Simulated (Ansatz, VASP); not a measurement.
**Zn6Bi in VASP and in Ansatz**

```
CELL_PARAMETERS angstrom
5.97022 0.00000 0.00000
0.00000 5.97022 0.00000
0.00000 0.00000 5.97022
ATOMIC_POSITIONS crystal
Zn 0.19422 0.50000 0.50000
Zn 0.50000 0.19422 0.50000
Zn 0.80578 0.50000 0.50000
Zn 0.50000 0.80578 0.50000
Zn 0.50000 0.50000 0.19422
Zn 0.50000 0.50000 0.80578
Bi 0.00000 0.00000 0.00000
```

Change from the starting cell: species swapped into the BaB6 type (Pm-3m, No. 221).

Alike in both runs: functional PBE; k mesh 6 × 6 × 6; occupations gaussian, width 0.1 eV; no spin polarisation.

Ansatz relaxed the structure, and its values are those at the end. VASP's run is a single point on that final structure, the one shown.

|  | VASP | Ansatz |
| --- | --- | --- |
| version | VASP 6.6.1 | Ansatz 0.2.0 |
| potentials or method | VASP PAW PBE potentials, release 64 (Zn, Bi_d), cutoff 520 eV | scalar-relativistic, plane waves, PAW |
| valence electrons in the cell | 87 | 87 |

VASP gave:

- gap on the k mesh at the Fermi level (eV): none
- pressure (GPa): 0.1

Problem. Which values does Ansatz return?

Solution. gap on the k mesh at the Fermi level (eV): none; pressure (GPa): 0.0.

A gap of «none» marks a metal or a gap that the smearing closes. The functional is the same, so the differences come from potentials, cutoffs and numerics.

Spin-orbit coupling is off throughout.
